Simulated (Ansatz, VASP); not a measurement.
## Two plane-wave programs on NaF

Contents of INCAR:

```
PREC     = Accurate       # precision mode
ENCUT    = 520            # plane-wave cutoff, eV
EDIFF    = 1E-7           # SCF threshold, eV
ISMEAR   = 0              # smearing method
SIGMA    = 0.05           # smearing width, eV
LREAL    = False          # projectors in reciprocal space
LASPH    = True           # aspherical terms in the spheres
NELM     = 100            # most SCF steps
ALGO     = Normal         # electronic algorithm
ISIF     = 2              # what is computed and relaxed
LWAVE    = False          # write WAVECAR
LCHARG   = True           # write CHGCAR
GGA      = PE             # functional
LELF     = True           # ELF
LVHAR    = True         
NBANDS   = 14             # bands
```

The input KPOINTS:

```
regular mesh
0
Gamma
  12 12 12
```

POSCAR

```
NaF
1.0
    0.0000000000      2.3233012604      2.3233012604
    2.3233012604      0.0000000000      2.3233012604
    2.3233012604      2.3233012604      0.0000000000
Na F
1 1
Direct
    0.0000000000      0.0000000000      0.0000000000
    0.5000000000      0.5000000000      0.5000000000
```

Input for Ansatz:

```yaml
crystal:
  lattice:
    - [0.0, 2.3233012604, 2.3233012604]
    - [2.3233012604, 0.0, 2.3233012604]
    - [2.3233012604, 2.3233012604, 0.0]
  atoms:
    - { symbol: Na, position: [0.0, 0.0, 0.0] }
    - { symbol: F, position: [0.5, 0.5, 0.5] }
basis:
  ecutwfc: 420
  ecutrho_ratio: 4
kpoints:
  mp_grid: { grid: [12, 12, 12] }
hamiltonian:
  xc: pbe
scf:
  occupations: { method: gaussian, width: 0.05 }
output:
  forces: true
  stress: true
  eigenvalues: true
  eigenstates:
    nscf_kmesh: { grid: [22, 22, 22] }
    de_dk: true
    e_range: [-2.5, 8.771901498242]
  write_density: true
  write_potential: true
  elf: true
  volumetric_format: npy
```

Alike in both runs: task single point; functional PBE; k mesh 12 × 12 × 12; occupations gaussian, width 0.05 eV; no spin polarisation.

|  | VASP | Ansatz |
| --- | --- | --- |
| version | VASP 6.6.1 | Ansatz 0.2.0 |
| potentials or method | VASP PAW PBE potentials, release 64 (Na_pv, F), cutoff 520 eV | scalar-relativistic, plane waves, PAW |
| valence electrons in the cell | 14 | 16 |

```csv
,VASP,Ansatz,Ansatz less VASP
gap on the k mesh at the Fermi level (eV),6.26,6.27,+0.016
least direct gap on the mesh (eV),6.26,6.27,+0.016
pressure (GPa),1.6,1.7,+0.12
```

With one functional, cell and mesh, what is left measures potentials, basis and numerics. VASP's potentials hold 14 valence electrons a cell and Ansatz's 16, so a difference there can come from the potentials and not from the codes.
